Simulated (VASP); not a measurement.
# Zn (Fd-3m) in VASP: settings compared, part 2 of 2

VASP 6.6.1. The steps go on from the part before.

## 5. Single point, PBE, non-collinear spin, zero start, spin-orbit coupling

This run uses another cell than the first one, of 24.70 Å³/atom, 0.893 times its volume.

File INCAR:

```
SYSTEM = Zn
PREC = Accurate ; ENCUT = 520
EDIFF = 1E-6 ; ISMEAR = -1
SIGMA = 0.1 ; LREAL = .FALSE.
LASPH = .TRUE. ; NELM = 150
ALGO = Normal ; ISIF = 2
LWAVE = .FALSE. ; LCHARG = .FALSE.
MAGMOM = 0 0 0 0 0 0 ; LORBIT = 11
LSORBIT = .TRUE. ; GGA_COMPAT = .FALSE.
LORBMOM = .TRUE. ; GGA = PE
NBANDS = 36
```

File KPOINTS:

```
regular mesh
0
G
  9 9 9
  0 0 0
```

File POSCAR:

```
Zn
1.0
    0.0000000000      2.9124239656      2.9124239656
    2.9124239656      0.0000000000      2.9124239656
    2.9124239656      2.9124239656      0.0000000000
Zn
2
Direct
    0.1250000000      0.1250000000      0.1250000000
    0.8750000000      0.8750000000      0.8750000000
```

Potentials or basis: VASP PAW PBE potentials, release 64 (Zn).

Run with:

```bash
> cat potpaw_PBE.64/Zn/POTCAR > POTCAR
> mpirun -np 1 vasp_ncl > vasp.out
```

OUTCAR:

```text
SYSTEM = Zn
   PREC = Accurate
   ENCUT = 520
   EDIFF = 1E-6
   ISMEAR = -1
   LREAL = .FALSE.
   LASPH = .TRUE.
   NELM = 150
   ISIF = 2
   LORBIT = 11
   LSORBIT = .TRUE.
   GGA = PE

 ion  position               nearest neighbor table
   1  0.125  0.125  0.125-   2 2.52   2 2.52   2 2.52   2 2.52
   2  0.875  0.875  0.875-   1 2.52   1 2.52   1 2.52   1 2.52

  LATTYP: Found a face centered cubic cell.
 ALAT       =     5.8248479312

  Lattice vectors:

 A1 = (   0.0000000000,   2.9124239656,   2.9124239656)
 A2 = (   2.9124239656,   0.0000000000,   2.9124239656)
 A3 = (   2.9124239656,   2.9124239656,   0.0000000000)

Analysis of symmetry for initial positions (statically):
=====================================================================
 Subroutine PRICEL returns:
 Original cell was already a primitive cell.

 Routine SETGRP: Setting up the symmetry group for a
 face centered cubic supercell.

 Subroutine GETGRP returns: Found 48 space group operations
 (whereof 12 operations were pure point group operations)
 out of a pool of 48 trial point group operations.

The static configuration has the point symmetry D_3d.
 The point group associated with its full space group is O_h .

Analysis of symmetry for dynamics (positions and initial velocities):
=====================================================================
 Subroutine PRICEL returns:
 Original cell was already a primitive cell.

 Routine SETGRP: Setting up the symmetry group for a
 face centered cubic supercell.

 Subroutine GETGRP returns: Found 48 space group operations
 (whereof 12 operations were pure point group operations)
 out of a pool of 48 trial point group operations.

The dynamic configuration has the point symmetry D_3d.
 The point group associated with its full space group is O_h .

Analysis of structural, dynamic, and magnetic symmetry:
=====================================================================
 Subroutine PRICEL returns:
 Original cell was already a primitive cell.
[... 1149 lines left out ...]
  1         0.000   0.000   0.000
  2         0.000   0.000   0.000
 ----------------------------------------
            0.000   0.000   0.000

 orbital moment (z)

 # of ion     p       d       tot
 ----------------------------------------
  1         0.000   0.000   0.000
  2         0.000  -0.000  -0.000
 ----------------------------------------
            0.000   0.000   0.000

 Spin-Orbit-Coupling matrix elements

 Ion:    1  E_soc:     -0.0080947
 l=   1
     0.0000000    -0.0003214    -0.0003214
    -0.0003214     0.0000000    -0.0003214
    -0.0003214    -0.0003214     0.0000000
 l=   2
     0.0000000    -0.0002124     0.0000000    -0.0002124    -0.0008153
    -0.0002124     0.0000000    -0.0006115    -0.0002124    -0.0002038
     0.0000000    -0.0006115     0.0000000    -0.0006115     0.0000000
    -0.0002124    -0.0002124    -0.0006115     0.0000000    -0.0002038
    -0.0008153    -0.0002038     0.0000000    -0.0002038     0.0000000
 l=   3
     0.0000000     0.0000000     0.0000000     0.0000000     0.0000000     0.0000000     0.0000000
     0.0000000     0.0000000     0.0000000     0.0000000     0.0000000     0.0000000     0.0000000
     0.0000000     0.0000000     0.0000000     0.0000000     0.0000000     0.0000000     0.0000000
     0.0000000     0.0000000     0.0000000     0.0000000     0.0000000     0.0000000     0.0000000
     0.0000000     0.0000000     0.0000000     0.0000000     0.0000000     0.0000000     0.0000000
     0.0000000     0.0000000     0.0000000     0.0000000     0.0000000     0.0000000     0.0000000
     0.0000000     0.0000000     0.0000000     0.0000000     0.0000000     0.0000000     0.0000000

 Ion:    2  E_soc:     -0.0080947
 l=   1
     0.0000000    -0.0003214    -0.0003214
    -0.0003214     0.0000000    -0.0003214
    -0.0003214    -0.0003214     0.0000000
 l=   2
     0.0000000    -0.0002124     0.0000000    -0.0002124    -0.0008153
    -0.0002124     0.0000000    -0.0006115    -0.0002124    -0.0002038
     0.0000000    -0.0006115     0.0000000    -0.0006115     0.0000000
    -0.0002124    -0.0002124    -0.0006115     0.0000000    -0.0002038
    -0.0008153    -0.0002038     0.0000000    -0.0002038     0.0000000
 l=   3
     0.0000000     0.0000000     0.0000000     0.0000000     0.0000000     0.0000000     0.0000000
     0.0000000     0.0000000     0.0000000     0.0000000     0.0000000     0.0000000     0.0000000
     0.0000000     0.0000000     0.0000000     0.0000000     0.0000000     0.0000000     0.0000000
     0.0000000     0.0000000     0.0000000     0.0000000     0.0000000     0.0000000     0.0000000
     0.0000000     0.0000000     0.0000000     0.0000000     0.0000000     0.0000000     0.0000000
     0.0000000     0.0000000     0.0000000     0.0000000     0.0000000     0.0000000     0.0000000
     0.0000000     0.0000000     0.0000000     0.0000000     0.0000000     0.0000000     0.0000000

 total charge

# of ion       s       p       d       tot
------------------------------------------
    1        0.724   0.283   9.718  10.724
    2        0.724   0.283   9.718  10.724
--------------------------------------------------
tot          1.447   0.565  19.436  21.448

 magnetization (x)

# of ion       s       p       d       tot
------------------------------------------
    1        0.000   0.000  -0.000   0.000
    2        0.000   0.000  -0.000  -0.000
--------------------------------------------------
tot          0.000   0.000  -0.000   0.000

 magnetization (y)

# of ion       s       p       d       tot
------------------------------------------
    1        0.000   0.000  -0.000   0.000
    2        0.000   0.000  -0.000   0.000
--------------------------------------------------
tot          0.000   0.000  -0.000   0.000

 magnetization (z)

# of ion       s       p       d       tot
------------------------------------------
    1        0.000   0.000  -0.000   0.000
    2        0.000   0.000   0.000   0.000
--------------------------------------------------
tot          0.000   0.000  -0.000   0.000
```

It took 60 s on 1 thread of AMD EPYC 9R45 (Zen 5), shared host; peak memory 0.3 GiB.

Results:

* Free energy: -1.3108 eV
* Pressure: 0.1 GPa
* Net moment: 0.00 μB per cell
* Valence electrons inside the program's atomic spheres: Zn 10.72

Moments on the atoms (μB; x, y, z):
```
Zn  0.00 0.00 0.00
Zn  0.00 0.00 0.00
```

## 6. Single point, PBE

This run uses another cell than the first one, of 24.70 Å³/atom, 0.893 times its volume.

File INCAR:

```
SYSTEM = Zn
PREC     = Accurate       ! precision mode
ENCUT    = 520            ! plane-wave cutoff, eV
EDIFF    = 1E-6           ! SCF threshold, eV
ISMEAR   = -1             ! smearing method
SIGMA    = 0.1            ! smearing width, eV
LREAL    = .False.        ! projectors in reciprocal space
LASPH    = .True.         ! aspherical terms in the spheres
NELM     = 100            ! most SCF steps
ALGO     = Normal         ! electronic algorithm
ISIF     = 2              ! what is computed and relaxed
LWAVE    = .False.        ! write WAVECAR
LCHARG   = .False.        ! write CHGCAR
GGA      = PE             ! functional
NBANDS   = 19             ! bands
```

File KPOINTS:

```
regular mesh
0
Gamma
  5 5 5
  0 0 0
```

File POSCAR:

```
Zn
1.0
    0.0000000000      2.9124238887      2.9124238887
    2.9124238887      0.0000000000      2.9124238887
    2.9124238887      2.9124238887      0.0000000000
Zn
2
Direct
    0.1250000000      0.1250000000      0.1250000000
    0.8750000000      0.8750000000      0.8750000000
```

Potentials or basis: VASP PAW PBE potentials, release 64 (Zn).

Run with:

```bash
> cat potpaw_PBE.64/Zn/POTCAR > POTCAR
> mpirun -np 1 vasp_std > vasp.out
```

It took 5.7 s on 1 thread of Intel Xeon Platinum 8375C at 2.90GHz (Ice Lake), shared host; peak memory 0.17 GiB.

It converged, with:

```yaml
Free_energy: -1.2937 eV
Pressure: -0.2 GPa
Band_gap_on_the_k_mesh: zero (band 12 reaches 5.45 eV, above the bottom of band 13 at -0.02 eV)
```

Levels at points of the mesh, in eV from the Fermi level:
```csv
k point,band 8,band 9,band 10,band 11,band 12,band 13,band 14,band 15,band 16,band 17
"(0.00, 0.00, 0.00)",-6.87,-6.87,-6.68,-6.68,5.26,5.26,5.26,6.74,6.74,6.74
```

Caveat: the k points lie up to 0.37 Å⁻¹ apart.

## 7. Single point, HSE06

This run uses another cell than the first one, of 24.70 Å³/atom, 0.893 times its volume.

POSCAR is that of step 6.

File INCAR.step1:

```
ALGO     = Normal         # electronic algorithm
EDIFF    = 1E-5           # SCF threshold, eV
ENCUT    = 520            # plane-wave cutoff, eV
GGA      = PE             # functional
ISIF     = 2              # what is computed and relaxed
ISMEAR   = -1             # smearing method
LASPH    = True           # aspherical terms in the spheres
LREAL    = False          # projectors in reciprocal space
LWAVE    = True           # write WAVECAR
NBANDS   = 19             # bands
NELM     = 80             # most SCF steps
PREC     = Accurate       # precision mode
SIGMA    = 0.1            # smearing width, eV
```

File INCAR.step2:

```
ALGO     = Normal         # electronic algorithm
EDIFF    = 1E-6           # SCF threshold, eV
ENCUT    = 520            # plane-wave cutoff, eV
GGA      = PE             # functional
HFSCREEN = 0.2079         # screening, 1/A
ISIF     = 2              # what is computed and relaxed
ISMEAR   = -1             # smearing method
ISTART   = 1            
LASPH    = True           # aspherical terms in the spheres
LCHARG   = True           # write CHGCAR
LELF     = True           # ELF
LHFCALC  = True           # exact exchange
LREAL    = False          # projectors in reciprocal space
LVHAR    = True         
LWAVE    = False          # write WAVECAR
NBANDS   = 19             # bands
NELM     = 80             # most SCF steps
PREC     = Accurate       # precision mode
PRECFOCK = Normal       
SIGMA    = 0.1            # smearing width, eV
```

File KPOINTS:

```
k-points
0
Gamma
  5 5 5
```

Potentials or basis: VASP PAW PBE potentials, release 64 (Zn).

Run with:

```bash
> cat potpaw_PBE.64/Zn/POTCAR > POTCAR
> cp INCAR.step1 INCAR
> mpirun -np 1 vasp_std > vasp.out
> cp INCAR.step2 INCAR
> mpirun -np 1 vasp_std > vasp.out
```

OUTCAR:

```text
EDIFF = 1E-6
   ENCUT = 520
   GGA = PE
   HFSCREEN = 0.2079
   ISIF = 2
   ISMEAR = -1
   ISTART = 1
   LASPH = True
   LHFCALC = True
   LREAL = False
   NELM = 80
   PREC = Accurate
   PRECFOCK = Normal

 ion  position               nearest neighbor table
   1  0.125  0.125  0.125-   2 2.52   2 2.52   2 2.52   2 2.52
   2  0.875  0.875  0.875-   1 2.52   1 2.52   1 2.52   1 2.52

  LATTYP: Found a face centered cubic cell.
 ALAT       =     5.8248477774

  Lattice vectors:

 A1 = (   0.0000000000,   2.9124238887,   2.9124238887)
 A2 = (   2.9124238887,   0.0000000000,   2.9124238887)
 A3 = (   2.9124238887,   2.9124238887,   0.0000000000)

Analysis of symmetry for initial positions (statically):
=====================================================================
 Subroutine PRICEL returns:
 Original cell was already a primitive cell.

 Routine SETGRP: Setting up the symmetry group for a
 face centered cubic supercell.

 Subroutine GETGRP returns: Found 48 space group operations
[... 154 lines left out ...]
  ---------------------------------------------------
  free energy    TOTEN  =        -1.37416604 eV

  energy without entropy =       -1.34098167  energy(sigma->0) =       -1.35757386

 E-fermi :   0.1534     XC(G=0):  -7.4830

 val. band max:        0.0929213048   @ k =  -0.4000   0.4000   0.2000
 cond. band min:       0.4876921195   @ k =  -0.2000   0.2000   0.0000
 fundamental gap:      0.3947708147
 Fermi energy:         0.1534292482

 k-point     1 :       0.0000    0.0000    0.0000
  band No.  band energies     occupation
      1      -9.5443      2.00000
      2      -9.5443      2.00000
      3      -9.5443      2.00000
      4      -9.5182      2.00000
      5      -9.5182      2.00000
      6      -8.9320      2.00000
[... 197 lines left out ...]
      6      -9.1720      2.00000
[... 11 lines left out ...]
     18      12.6505      0.00000
     19      14.3573      0.00000

------------------------ aborting loop because EDIFF is reached ----------------------------------------

  FORCE on cell =-STRESS in cart. coord.  units (eV):
  Direction    XX          YY          ZZ          XY          YZ          ZX
  --------------------------------------------------------------------------------------
  -------------------------------------------------------------------------------------
  Total       -0.0002255     -0.0002255     -0.0002255      0.0000000      0.0000000      0.0000000
  in kB       -0.0073113     -0.0073113     -0.0073113      0.0000000      0.0000000      0.0000000
  external PRESSURE =      -0.0073113 kB  Pullay stress =       0.0000000 kB

 VOLUME and BASIS-vectors are now :
 -----------------------------------------------------------------------------
  energy-cutoff  :      520.00
  volume of cell :       49.41
      direct lattice vectors                 reciprocal lattice vectors
     0.000000000  2.912423889  2.912423889    -0.171678306  0.171678306  0.171678306
     2.912423889  0.000000000  2.912423889     0.171678306 -0.171678306  0.171678306
     2.912423889  2.912423889  0.000000000     0.171678306  0.171678306 -0.171678306

 POSITION                                       TOTAL-FORCE (eV/Angst)
 -----------------------------------------------------------------------------------
      0.72811      0.72811      0.72811         0.000000     -0.000000      0.000000
      5.09674      5.09674      5.09674        -0.000000      0.000000     -0.000000
 -----------------------------------------------------------------------------------
    total drift:                                0.000000     -0.000000      0.000000

  FREE ENERGIE OF THE ION-ELECTRON SYSTEM (eV)
  ---------------------------------------------------
  free  energy   TOTEN  =        -1.3741660445 eV

  energy  without entropy=       -1.3409816714  energy(sigma->0) =       -1.35757386
```

OUTCAR.step1:

```text
EDIFF = 1E-5
   ENCUT = 520
   GGA = PE
   ISIF = 2
   ISMEAR = -1
[... 425 lines left out ...]
 -----------------------------------------------------------------------------------
      0.72811      0.72811      0.72811         0.000000      0.000000      0.000000
      5.09674      5.09674      5.09674        -0.000000     -0.000000     -0.000000
 -----------------------------------------------------------------------------------
    total drift:                                0.000000      0.000000     -0.000000

  FREE ENERGIE OF THE ION-ELECTRON SYSTEM (eV)
  ---------------------------------------------------
  free  energy   TOTEN  =        -1.2937232121 eV

  energy  without entropy=       -1.2546561300  energy(sigma->0) =       -1.27418967
```

Wall time 17 min (1 thread of Intel Xeon Platinum 8488C (Sapphire Rapids), shared host); peak memory 0.27 GiB.

What came out:

```yaml
Free_energy: -1.3742 eV
Pressure: 0.0 GPa
Band_gap_on_the_k_mesh: zero (band 12 reaches 6.04 eV, above the bottom of band 13 at -0.09 eV)
```

Levels at points of the mesh, in eV from the Fermi level:
| k point | band 9 | band 10 | band 11 | band 12 | band 13 | band 14 | band 15 | band 16 |
| --- | --- | --- | --- | --- | --- | --- | --- | --- |
| (0.00, 0.00, 0.00) | -8.93 | -8.93 | -8.46 | 5.89 | 5.89 | 5.89 | 7.36 | 7.36 |

Caveat: the k points lie up to 0.37 Å⁻¹ apart; the PAW data sets were made with another functional, which shifts forces and pressure a little.

## 8. Overview

| task | level | spin | cell | k mesh | cutoff (eV) | grid for exact exchange (PRECFOCK) | screening parameter | gap on the mesh (eV) | pressure (GPa) |
| --- | --- | --- | --- | --- | --- | --- | --- | --- | --- |
| single point | PBE | off | a = 4.277 Å, angles 60.0°, 2 atoms | 11 × 11 × 11 | 520 | - | - | none | -2.1 |
| relaxation of cell and atoms | PBE | off | relaxed from a = 3.873 Å, angles 60.0°, 2 atoms | 10 × 10 × 10 | 600 | - | - | none | 0.0 |
| single point | PBE | off | a = 4.119 Å, angles 60.0°, 2 atoms | 15 × 15 × 15 | 520 | - | - | none | 0.1 |
| single point | PBE | non-collinear, zero start, SOC | a = 4.119 Å, angles 60.0°, 2 atoms | 9 × 9 × 9 | 520 | - | - | - | 0.1 |
| single point | PBE | off | a = 4.119 Å, angles 60.0°, 2 atoms | 5 × 5 × 5 | 520 | - | - | none | -0.2 |
| single point | HSE06 | off | a = 4.119 Å, angles 60.0°, 2 atoms | 5 × 5 × 5 | 520 | Normal | 0.2079 1/Å | none | 0.0 |

Alike in all rows: potentials or basis VASP PAW PBE potentials, release 64 (Zn); smearing fermi-dirac 0.1 eV.

Caveats: some runs use coarse meshes; the volume moved by over 15 % at a fixed basis, so the end points are rough (some runs); the PAW data sets were made with another functional, which shifts forces and pressure a little (some runs).

Total energies depend on the potentials used, so only differences within one code and one set of settings carry meaning.
